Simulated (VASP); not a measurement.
# H18CO9 in VASP: a series of runs

The runs below take H18CO9 through single point, with PBE+D3(BJ).

Everything below comes from runs of VASP 6.6.1. Logs are shortened: lines on timing, memory, paths and dates and some standing lists are left out, and cuts for length are marked.

## 1. The cell of the first run

The cell holds an amorphous packing of atoms, 28 atoms: a = 6.918 Å, b = 6.918 Å, c = 6.918 Å, α = 90.00°, β = 90.00°, γ = 90.00°.

## 2. Single point, PBE+D3(BJ)

The input, INCAR:

```
PREC = Accurate
ENCUT = 520
EDIFF = 1E-6
ISMEAR = -1
SIGMA = 0.02
LREAL = Auto
LASPH = T
NELM = 60
ALGO = Normal
ISIF = 2
LWAVE = F
LCHARG = F
GGA = PE
IVDW = 12
NBANDS = 58
```

The input, KPOINTS:

```
regular mesh
0
Gamma
  1 1 1
```

The input, POSCAR:

```
H18CO9
1.0
    6.9180930000      0.0000000000      0.0000000000
    0.0000000000      6.9180930000      0.0000000000
    0.0000000000      0.0000000000      6.9180930000
O H C
9 18 1
Direct
    0.3780232500      0.7739126953      0.5266191131
    0.8578953767      0.7308661505      0.1108687033
    0.2595657503     -0.0254983563      0.8328017562
    0.9355901981      0.3947186024      0.3820127888
    0.4807394176      0.8499307540      0.1337507316
   -0.0102773987      0.6727142870      0.7689835913
    1.0715525218      1.0438714831      0.3341383240
    0.4236427582      0.4794095714      0.8898984156
    0.5728601798      0.3044914256      0.5322709596
    0.4129172591      0.8812399602      0.6208936480
    0.4187281090      0.6613383197      0.5810271703
    0.9533696642      0.8314574551      0.1603910211
    0.7243036484      0.7766012975      0.0906174577
    0.2044783151      0.0857461731      0.9045556340
    0.1529901376     -0.1224325837      0.8117988584
    0.9106266713      0.4895857861      0.2859892170
    0.8103533734      0.3735567012      0.4553422453
    0.4251605175      0.8410554758      0.2664751688
    0.3948197863      0.8988026035      0.0290108849
    0.1135139409      0.6056582356      0.8003795266
   -0.0785332027      0.6770651970      0.8935844025
    1.0438281185      0.9616089289      0.4425641575
    1.0050023901      1.1718980939      0.3405851873
    0.4695079988      0.5933571578      0.9628520461
    0.5171367312      0.4071353189      0.8302143380
    0.3162287642      0.2531188870      0.3946029636
    0.5281224176      0.3196401089      0.2378401100
    0.4746250159      0.2970327227      0.3864793376
```

Potentials or basis: VASP PAW PBE potentials, release 64 (O, H, C).

The run is started by

```sh
$ cat potpaw_PBE.64/O/POTCAR potpaw_PBE.64/H/POTCAR potpaw_PBE.64/C/POTCAR > POTCAR
$ mpirun -np 1 vasp_gam > vasp.out
```

OUTCAR:

```text
PREC = Accurate
   ENCUT = 520
   EDIFF = 1E-6
   ISMEAR = -1
   LREAL = Auto
   LASPH = T
   NELM = 60
   ISIF = 2
   GGA = PE
   IVDW = 12
 IVDW          = 12

 ion  position               nearest neighbor table
   1  0.378  0.774  0.527-  11 0.91  10 1.02
   2  0.858  0.731  0.111-  13 0.99  12 1.02
   3  0.260  0.975  0.833-  14 0.99  15 1.01
   4  0.936  0.395  0.382-  16 0.95  17 1.01
   5  0.481  0.850  0.134-  19 1.00  18 1.00
   6  0.990  0.673  0.769-  21 0.98  20 1.00
   7  0.072  0.044  0.334-  22 0.96  23 1.00
   8  0.424  0.479  0.890-  25 0.92  24 0.99
   9  0.573  0.304  0.532-  28 1.22
  10  0.413  0.881  0.621-   1 1.02
  11  0.419  0.661  0.581-   1 0.91
  12  0.953  0.831  0.160-   2 1.02
  13  0.724  0.777  0.091-   2 0.99
  14  0.204  0.086  0.905-   3 0.99
[... 11 lines left out ...]
  26  0.316  0.253  0.395-  28 1.14
  27  0.528  0.320  0.238-  28 1.10
  28  0.475  0.297  0.386-  27 1.10  26 1.14   9 1.22

  LATTYP: Found a simple cubic cell.
 ALAT       =     6.9180930000

  Lattice vectors:

 A1 = (   6.9180930000,   0.0000000000,   0.0000000000)
 A2 = (   0.0000000000,   6.9180930000,   0.0000000000)
 A3 = (   0.0000000000,   0.0000000000,   6.9180930000)

Analysis of symmetry for initial positions (statically):
=====================================================================
 Subroutine PRICEL returns:
 Original cell was already a primitive cell.

 Routine SETGRP: Setting up the symmetry group for a
 simple cubic supercell.

 Subroutine GETGRP returns: Found  1 space group operations
 (whereof  1 operations were pure point group operations)
 out of a pool of 48 trial point group operations.

The static configuration has the point symmetry C_1 .

Analysis of symmetry for dynamics (positions and initial velocities):
=====================================================================
 Subroutine PRICEL returns:
 Original cell was already a primitive cell.

 Routine SETGRP: Setting up the symmetry group for a
 simple cubic supercell.

 Subroutine GETGRP returns: Found  1 space group operations
 (whereof  1 operations were pure point group operations)
 out of a pool of 48 trial point group operations.

The dynamic configuration has the point symmetry C_1 .

 Subroutine INISYM returns: Found  1 space group operations
 (whereof  1 operations are pure point group operations),
 and found     1 'primitive' translations

----------------------------------------------------------------------------------------

                                     Primitive cell

  volume of cell :     331.1000

  direct lattice vectors                    reciprocal lattice vectors
     6.918093000  0.000000000  0.000000000     0.144548505  0.000000000  0.000000000
     0.000000000  6.918093000  0.000000000     0.000000000  0.144548505  0.000000000
     0.000000000  0.000000000  6.918093000     0.000000000  0.000000000  0.144548505

  length of vectors
     6.918093000  6.918093000  6.918093000     0.144548505  0.144548505  0.144548505

  position of ions in fractional coordinates (direct lattice)
     0.378023250  0.773912695  0.526619113
     0.857895377  0.730866150  0.110868703
     0.259565750  0.974501644  0.832801756
     0.935590198  0.394718602  0.382012789
     0.480739418  0.849930754  0.133750732
     0.989722601  0.672714287  0.768983591
[... 20 lines left out ...]
     0.528122418  0.319640109  0.237840110
     0.474625016  0.297032723  0.386479338

  ion indices of the primitive-cell ions
   primitive index   ion index
                 1           1
                 2           2
                 3           3
                 4           4
                 5           5
                 6           6
[... 20 lines left out ...]
                27          27
                28          28

----------------------------------------------------------------------------------------

 KPOINTS: regular mesh

Automatic generation of k-mesh.
 Grid dimensions read from file:
 generate k-points for:    1    1    1

 Generating k-lattice:

[... 41 lines left out ...]
   TEBEG  =    0.0;   TEEND  =   0.0 temperature during run
   PSTRESS=    0.0 pullay stress
   NELECT =      76.0000    total number of electrons
   NUPDOWN=      -1.0000    fix difference up-down
   EMIN   =  10.00;   EMAX   =-10.00  energy-range for DOS
   EFERMI =   0.00;   METHOD = LEGACY
   ISMEAR =    -1;   SIGMA  =   0.02  broadening in eV -4-tet -1-fermi 0-gaus
   EFERMI_NEDOS =   21; number of points for ismear=-14 and -15
   IALGO  =     38    algorithm
   IMIX   =      4    mixing-type and parameters
     AMIX     =   0.40;   BMIX     =  1.00
     AMIX_MAG =   1.60;   BMIX_MAG =  1.00
  volume/ion in A,a.u.               =      11.83        79.80
  Fermi-wavevector in a.u.,A,eV,Ry     =   1.002366  1.894197 13.670283  1.004737
  Thomas-Fermi vector in A             =   2.134848
   LORBIT       =      0    0 simple, 1 ext, 2 COOP (PROOUT), +10 PAW based schemes
   GGA     = PE    functional components
   LHFCALC =     F    Hartree Fock is set to
   AEXX    =    0.0000 exact exchange contribution
   IVDW    =    12    specifies the selected vdW correction
   LEPSILON=     F    determine dielectric tensor
   LRPA    =     F    only Hartree local field effects (RPA)
 non-spin polarized calculation
  energy-cutoff  :      520.00
  volume of cell :      331.10
 maximum number of plane-waves:      4463
 NGX is ok and might be reduce to    50
   NGX = 25   NGY = 25   NGZ = 25

 number of electron      76.0000025 magnetization

 Free energy of the ion-electron system (eV)
  ---------------------------------------------------
  ext. energy  EPLUGINS =         0.00000000
  ---------------------------------------------------
  free energy    TOTEN  =      -138.56381914 eV

  energy without entropy =     -138.56381914  energy(sigma->0) =     -138.56381914

 E-fermi :  -3.2184     XC(G=0):  -6.2672

 val. band max:       -3.7354434708   @ k =   0.0000   0.0000   0.0000
 cond. band min:      -0.1640168516   @ k =   0.0000   0.0000   0.0000
 fundamental gap:      3.5714266193
 Fermi energy:        -3.2183691582

 k-point     1 :       0.0000    0.0000    0.0000
  band No.  band energies     occupation
      1     -24.4909      2.00000
      2     -22.9428      2.00000
      3     -22.7148      2.00000
      4     -22.5073      2.00000
      5     -22.3824      2.00000
      6     -22.1598      2.00000
[... 42 lines left out ...]
     49       5.6361      0.00000
     50       6.0107      0.00000
 [bands above 50 left out]

------------------------ aborting loop because EDIFF is reached ----------------------------------------

 Edisp (eV)   -0.86458

 E8    (eV) :    -0.1807

  FORCE on cell =-STRESS in cart. coord.  units (eV):
  Direction    XX          YY          ZZ          XY          YZ          ZX
  --------------------------------------------------------------------------------------
  -------------------------------------------------------------------------------------
  Total      -0.86685    -0.20732     0.32793    -4.30684    -2.12725    -2.09240
  in kB      -4.19465    -1.00322     1.58682   -20.84060   -10.29365   -10.12503
  external pressure =       -1.20 kB  Pullay stress =        0.00 kB

 VOLUME and BASIS-vectors are now :
 -----------------------------------------------------------------------------
  energy-cutoff  :      520.00
  volume of cell :      331.10
      direct lattice vectors                 reciprocal lattice vectors
     6.918093000  0.000000000  0.000000000     0.144548505  0.000000000  0.000000000
     0.000000000  6.918093000  0.000000000     0.000000000  0.144548505  0.000000000
     0.000000000  0.000000000  6.918093000     0.000000000  0.000000000  0.144548505

 POSITION                                       TOTAL-FORCE (eV/Angst)
 -----------------------------------------------------------------------------------
      2.61520      5.35400      3.64320        -0.595404      4.532887     -1.105535
      5.93500      5.05620      0.76700         1.211400     -0.091446      0.446751
      1.79570      6.74169      5.76140        -0.401525      0.564760      0.713883
      6.47250      2.73070      2.64280        -0.551622     -1.339631      1.453622
      3.32580      5.87990      0.92530         0.539666     -0.343303     -0.127414
      6.84699      4.65390      5.31990         1.612607     -0.178586     -0.609638
[... 20 lines left out ...]
      3.65360      2.21130      1.64540         0.440798      0.199805     -0.088432
      3.28350      2.05490      2.67370        -1.922963     -0.858574     -0.354588
 -----------------------------------------------------------------------------------
    total drift:                                0.012072      0.007383      0.006050

  FREE ENERGIE OF THE ION-ELECTRON SYSTEM (eV)
  ---------------------------------------------------
  free  energy   TOTEN  =      -139.4283956016 eV

  energy  without entropy=     -139.4283956016  energy(sigma->0) =     -139.42839560
```

Wall time 46 s (1 thread of Intel Xeon Platinum 8259CL at 2.50GHz (Skylake/Cascade Lake), shared host); peak memory 0.34 GiB.

Results:

```yaml
Free_energy: -139.4284 eV
Pressure: -0.1 GPa
Largest_force: 4.704 eV/Å
Band_gap_on_the_k_mesh: 3.57 eV
Dispersion_energy_per_atom: -0.031 eV
```

Forces on the atoms (eV/Å):
```
O   -0.595  4.533 -1.106
O    1.211 -0.091  0.447
O   -0.402  0.565  0.714
O   -0.552 -1.340  1.454
O    0.540 -0.343 -0.127
O    1.613 -0.179 -0.610
O    0.360 -0.368 -1.221
O   -3.094  2.161  1.755
O    0.794  0.329  0.309
H   -0.642 -1.274 -0.972
H    1.235 -3.309  1.739
H   -1.580 -0.407 -0.284
H   -0.024  0.763  0.803
H    0.197 -0.623 -0.548
H   -0.064  0.299 -0.058
H   -0.368  1.218 -1.016
H    0.839  0.323 -0.489
H   -0.127  0.000 -0.586
H   -0.248  0.022  0.588
H   -0.874  0.032 -0.411
H   -0.074  0.118  0.663
H   -0.180 -0.001  0.601
H   -0.092 -0.051  0.396
H    0.271 -0.596 -0.211
H    2.663 -1.463 -1.429
H    0.675  0.341  0.042
H    0.441  0.200 -0.088
C   -1.923 -0.859 -0.355
```

Stress tensor (GPa, compression positive):
```
-0.42 -2.08 -1.01
-2.08 -0.10 -1.03
-1.01 -1.03  0.16
```

Levels at points of the mesh, in eV from the valence-band top:
| k point | band 36 | band 37 | band 38 | band 39 | band 40 | band 41 |
| --- | --- | --- | --- | --- | --- | --- |
| (0.00, 0.00, 0.00) | -0.50 | -0.23 | 0.00 | 3.57 | 4.56 | 7.21 |

Caveat: the k points lie up to 0.91 Å⁻¹ apart.

## 3. Single point, PBE+D3(BJ)

The input, INCAR:

```
PREC = Accurate ; ENCUT = 910
EDIFF = 1E-6 ; ISMEAR = -1
SIGMA = 0.02 ; LREAL = Auto
LASPH = T ; NELM = 120
ALGO = Normal ; ISIF = 2
LWAVE = F ; LCHARG = F
GGA = PE ; IVDW = 12
NBANDS = 58 ; GGA_COMPAT = F
```

The input, KPOINTS:

```
Automatic mesh
0
Gamma
  1 1 1
```

The input, POSCAR:

```
H18CO9
1.0
    6.9180930000      0.0000000000      0.0000000000
    0.0000000000      6.9180930000      0.0000000000
    0.0000000000      0.0000000000      6.9180930000
O H C
9 18 1
Direct
    0.3855975917      0.7682319391      0.4675421391
    0.9075911526      0.6469991080      0.0729247207
    0.3435195219      0.1468612810      0.9886973188
    1.0193416018      0.3040866898      0.3494893752
    0.4985622483      0.7715131901      0.0720574297
    0.1041327429      0.8719310365      0.7923426297
    0.9862110845      0.9015056606      0.3636262190
    0.3902086890      0.4908867227      0.8151957483
    0.6374155421      0.2688313094      0.5213286378
    0.2565446865      0.8179999893      0.4330095013
    0.3573528138      0.6470135628      0.5275008590
    0.9599321663      0.7332945654      0.1709286071
    0.7662082600      0.6871691375      0.0753386808
    0.3523080710      0.2765646545      0.9416612353
    0.2633673760      0.0803256042      0.8894503153
    1.0222903913      0.4172826240      0.2587851883
    0.8831913650      0.2981891108      0.4034059675
    0.4518008070      0.7445404391      0.2099711582
    0.4559493490      0.9104098485      0.0530203916
    0.1928277056      0.7779600534      0.7423577567
    0.0281002294      0.8146753737      0.8972848442
    0.9294757963      0.8975450316      0.4922888432
    0.9996251857      1.0356177635      0.3337769527
    0.4164442427      0.5935306160      0.9176083640
    0.5231354941      0.4448335690      0.7936724759
    0.3783990762      0.1429729262      0.4633357776
    0.5715736981      0.0595250743      0.3061248237
    0.5313603041      0.1546669003      0.4308990931
```

Potentials or basis: VASP PAW PBE potentials, release 64 (O_h, H_h, C_h).

The run is started by

```sh
$ cat potpaw_PBE.64/O_h/POTCAR potpaw_PBE.64/H_h/POTCAR potpaw_PBE.64/C_h/POTCAR > POTCAR
$ mpirun -np 1 vasp_gam > vasp.out
```

It took 99 s on 1 thread of Intel Xeon Platinum 8488C (Sapphire Rapids), shared host; peak memory 0.65 GiB.

Results (log left out):

| Item | Value |
| --- | --- |
| Free energy | -140.4092 eV |
| Pressure | -1.4 GPa |
| Largest force | 2.105 eV/Å |
| Band gap on the k mesh | 3.70 eV |
| Dispersion energy per atom | -0.031 eV |

Forces on the atoms (eV/Å):
```
O   -0.316  0.743 -0.821
O   -1.321  0.202 -0.369
O   -0.418 -2.061  0.101
O   -0.862  0.580 -0.117
O   -0.677  0.590  1.433
O   -0.363  1.185 -0.223
O    0.082 -1.336  0.383
O    0.912  0.716  0.674
O   -0.682 -1.483 -1.322
H   -0.086  0.088  0.013
H    0.103 -1.066  0.625
H    0.018  0.349  0.636
H    1.138 -0.390 -0.117
H    0.123  1.339 -0.441
H    0.068  0.054  0.580
H   -0.423 -1.117  0.555
H    1.003  0.477 -0.345
H    0.567  0.215 -1.068
H    0.335 -0.749 -0.263
H    0.244 -0.604  0.150
H    0.026 -0.666 -0.039
H    0.183 -0.062  0.095
H    0.310  1.573 -0.377
H   -0.298 -0.300 -0.567
H   -0.430  0.010 -0.445
H   -0.745  0.202  0.439
H    0.660  0.460  0.399
C    0.851  1.052  0.428
```

Stress tensor (GPa, compression positive):
```
-2.16  0.02 -0.63
 0.02 -0.26 -0.63
-0.63 -0.63 -1.69
```

Levels at points of the mesh, in eV from the valence-band top:
```
           k point  band 34  band 35  band 36  band 37  band 38  band 39  band 40  band 41  band 42  band 43
(0.00, 0.00, 0.00)    -0.62    -0.57    -0.32    -0.18     0.00     3.70     4.74     7.57     7.66     7.87
```

Caveat: the k points lie up to 0.91 Å⁻¹ apart; the cutoff is under 1.25 times the usual one of these potentials, so pressure, stress and relaxed cells hold a basis-set (Pulay) error.

## 4. Single point, PBE+D3(BJ)

The input, INCAR:

```
SYSTEM = H18CO9
  ALGO = Normal
  EDIFF = 1E-6
  ENCUT = 910
  GGA = PE
  GGA_COMPAT = .FALSE.
  ISIF = 2
  ISMEAR = -1
  IVDW = 12
  LASPH = .TRUE.
  LCHARG = .FALSE.
  LREAL = Auto
  LWAVE = .FALSE.
  NBANDS = 58
  NELM = 120
  PREC = Accurate
  SIGMA = 0.02
```

The input, KPOINTS:

```
k-points
0
G
  1 1 1
  0 0 0
```

The input, POSCAR:

```
H18CO9
1.0
    6.9180930000      0.0000000000      0.0000000000
    0.0000000000      6.9180930000      0.0000000000
    0.0000000000      0.0000000000      6.9180930000
O H C
9 18 1
Direct
    0.4041431649      0.7590386541      0.5094033862
    0.8725815048      0.7042258611      0.0836068552
    0.3089435196      0.1065033384      0.9024741356
    0.9806893316      0.3833570899      0.3346876083
    0.4662412026      0.7668876380      0.1279543365
   -0.0292277077      0.8129986110      0.7365902713
    1.0401565865      0.9527481056      0.3571504459
    0.3594343123      0.5261565579      0.8371960308
    0.5992547368      0.2742952429      0.5388334618
    0.2803807350      0.7419674757      0.4620059314
    0.4129172591      0.6659494170      0.6094164967
    0.9191116685      0.8014491855      0.1844583471
    0.7377032948      0.7129421359      0.1150606099
    0.2752781728      0.2457324584      0.9176083640
    0.1866554844      0.0685159913      0.8426744191
    0.9539912227      0.4751743002      0.2331711933
    0.8584157513      0.3787315377      0.4085229846
    0.4663423866      0.7472290413      0.2774897649
    0.4296848857      0.9040352594      0.1013140471
    0.0931181469      0.7542685535      0.7838287227
   -0.1019066960      0.8018683762      0.8605117046
    0.9491922124      0.9369778637      0.4678312362
    1.0228396756      1.0904883759      0.3271710860
    0.3946607830      0.6102982426      0.9530516574
    0.4887184951      0.4617601989      0.8060169182
    0.3090736132      0.2338939358      0.5636958046
    0.4363630266      0.1247598146      0.3500097498
    0.4488231078      0.2105204426      0.4845988627
```

The run is started by

```sh
$ cat potpaw_PBE.64/O_h/POTCAR potpaw_PBE.64/H_h/POTCAR potpaw_PBE.64/C_h/POTCAR > POTCAR
$ mpirun -np 1 vasp_gam > vasp.out
```

Run time: 79 s. Hardware: 1 thread of Intel Xeon Platinum 8488C (Sapphire Rapids), shared host; peak memory 0.64 GiB.

The run converged. Its results:

```yaml
Free_energy: -140.0868 eV
Pressure: -0.6 GPa
Largest_force: 2.966 eV/Å
Band_gap_on_the_k_mesh: 3.99 eV
Dispersion_energy_per_atom: -0.031 eV
```

Forces on the atoms (eV/Å):
```
O    2.283  1.237 -0.673
O    0.842  0.720  1.388
O   -0.959  1.016  0.138
O   -0.399 -0.754  0.891
O    0.191  0.480  1.227
O    0.882 -0.037  0.620
O   -1.063  0.158  0.379
O    2.054 -0.432  0.332
O    1.815  0.997  0.817
H   -2.846  0.031 -0.835
H    0.185 -1.092  1.487
H    0.513 -0.482 -0.704
H   -1.444 -0.168 -0.305
H    0.802 -0.411  0.152
H    0.088 -0.776 -0.034
H   -0.120  0.585 -0.650
H    0.492 -0.088 -0.215
H   -0.186  0.413 -1.430
H    0.079 -0.886  0.041
H   -0.647  0.219 -0.744
H   -0.003 -0.089 -0.304
H    0.844 -0.240 -0.189
H    0.177  0.121 -0.210
H   -0.251 -0.330 -0.555
H   -1.613  0.582  0.288
H    0.359  0.005 -0.205
H    0.061 -0.084 -0.114
C   -2.138 -0.695 -0.592
```

Stress tensor (GPa, compression positive):
```
 0.15  1.46  0.48
 1.46 -1.31 -0.58
 0.48 -0.58 -0.62
```

Levels at points of the mesh, in eV from the valence-band top:
| k point | band 35 | band 36 | band 37 | band 38 | band 39 | band 40 | band 41 | band 42 |
| --- | --- | --- | --- | --- | --- | --- | --- | --- |
| (0.00, 0.00, 0.00) | -0.90 | -0.72 | -0.47 | 0.00 | 3.99 | 4.38 | 7.12 | 7.19 |

Caveat: the k points lie up to 0.91 Å⁻¹ apart; the cutoff is under 1.25 times the usual one of these potentials, so pressure, stress and relaxed cells hold a basis-set (Pulay) error.
